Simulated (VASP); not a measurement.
CdTe, 2 atoms in the cell. Symmetry: F-43m, No. 216, cubic system. Conventional cell: a = 6.489 Å, b = 6.489 Å, c = 6.489 Å, α = 90.00°, β = 90.00°, γ = 90.00°. Within 3.7 Å of Cd (site symmetry -43m) lie 4 Te at 2.81 Å. Within 3.7 Å of Te (site symmetry -43m) lie 4 Cd at 2.81 Å. 

- Program: VASP 6.6.1
- Task: single point
- Functional: PBE0
- Potentials or basis: VASP PAW PBE potentials, release 64 (Cd, Te)
- Cutoff: 520 eV
- k mesh: 4 × 4 × 4
- Occupations: gaussian, width 0.01 eV
- Spin: no spin polarisation
- Dipole correction: no
- Grid for exact exchange (PRECFOCK): Normal
- Further INCAR settings: ALGO = Normal; EDIFF = 1e-06; NBANDS = 16
- Share of exact exchange: 0.25

Potentials or basis: VASP PAW PBE potentials, release 64 (Cd, Te).

Command:

```console
$ cat potpaw_PBE.64/Cd/POTCAR potpaw_PBE.64/Te/POTCAR > POTCAR
$ cp INCAR.step1 INCAR
$ mpirun -np 1 vasp_std > vasp.out
$ cp INCAR.step2 INCAR
$ mpirun -np 1 vasp_std > vasp.out
```

Hardware: 1 thread of Intel(R) Xeon(R) Platinum 8259CL CPU @ 2.50GHz (Skylake/Cascade Lake) (shared host).

Question: How long does it take, and how much memory?

Answer: Run time: 10 min on 1 thread of Intel(R) Xeon(R) Platinum 8259CL CPU @ 2.50GHz (Skylake/Cascade Lake), on a shared host, peak memory 0.22 GiB. Counts: k points 8.
